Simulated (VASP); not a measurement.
A run of VASP 6.6.1:

POSCAR

```
WS2
1.0
    3.1699447091      0.0000000000      0.0000000000
   -1.5849723546      2.7452526467      0.0000000000
    0.0000000000      0.0000000000     12.4911158352
W S
2 4
Direct
    0.3333333333      0.6666666667      0.2500000000
    0.6666666667      0.3333333333      0.7500000000
    0.3333333333      0.6666666667      0.6248924628
    0.6666666667      0.3333333333      0.1248924628
    0.3333333333      0.6666666667      0.8751075372
    0.6666666667      0.3333333333      0.3751075372
```

INCAR.step1

```
SYSTEM = WS2
ALGO     = Normal         ! electronic algorithm
EDIFF    = 1E-4           ! SCF threshold, eV
ENCUT    = 520            ! plane-wave cutoff, eV
GGA      = PE             ! functional
ISMEAR   = 0              ! smearing method
LASPH    = .True.         ! aspherical terms in the spheres
LCHARG   = .False.        ! write CHGCAR
LREAL    = .False.        ! projectors in reciprocal space
LWAVE    = .True.         ! write WAVECAR
NBANDS   = 35             ! bands
NELM     = 100            ! most SCF steps
PREC     = Accurate       ! precision mode
SIGMA    = 0.01           ! smearing width, eV
```

File INCAR.step2:

```
SYSTEM = WS2
ALGO     = Normal         ! electronic algorithm
EDIFF    = 1E-6           ! SCF threshold, eV
ENCUT    = 520            ! plane-wave cutoff, eV
ISIF     = 2              ! what is computed and relaxed
ISMEAR   = 0              ! smearing method
ISTART   = 1            
LASPH    = .True.         ! aspherical terms in the spheres
LCHARG   = .True.         ! write CHGCAR
LELF     = .True.         ! ELF
LMIXTAU  = .True.       
LREAL    = .False.        ! projectors in reciprocal space
LVHAR    = .True.       
LWAVE    = .False.        ! write WAVECAR
METAGGA  = R2SCAN         ! meta-GGA
NBANDS   = 35             ! bands
NELM     = 100            ! most SCF steps
PREC     = Accurate       ! precision mode
SIGMA    = 0.01           ! smearing width, eV
```

File KPOINTS:

```
k-points
0
Gamma
  12 12 2
  0 0 0
```

Potentials or basis: VASP PAW PBE potentials, release 64 (W_sv, S).

Run with:

```sh
$ cat potpaw_PBE.64/W_sv/POTCAR potpaw_PBE.64/S/POTCAR > POTCAR
$ cp INCAR.step1 INCAR
$ mpirun -np 1 vasp_std > vasp.out
$ cp INCAR.step2 INCAR
$ mpirun -np 1 vasp_std > vasp.out
```

Hardware: 1 thread of AMD EPYC 9R45 96-Core Processor (Zen 5), on a shared host.

Question: Estimate the wall time of this run.

Answer: Wall time 5.6 min on 1 thread of AMD EPYC 9R45 96-Core Processor (Zen 5), with other jobs on the host, peak memory 0.27 GiB. Counts: k points 38.
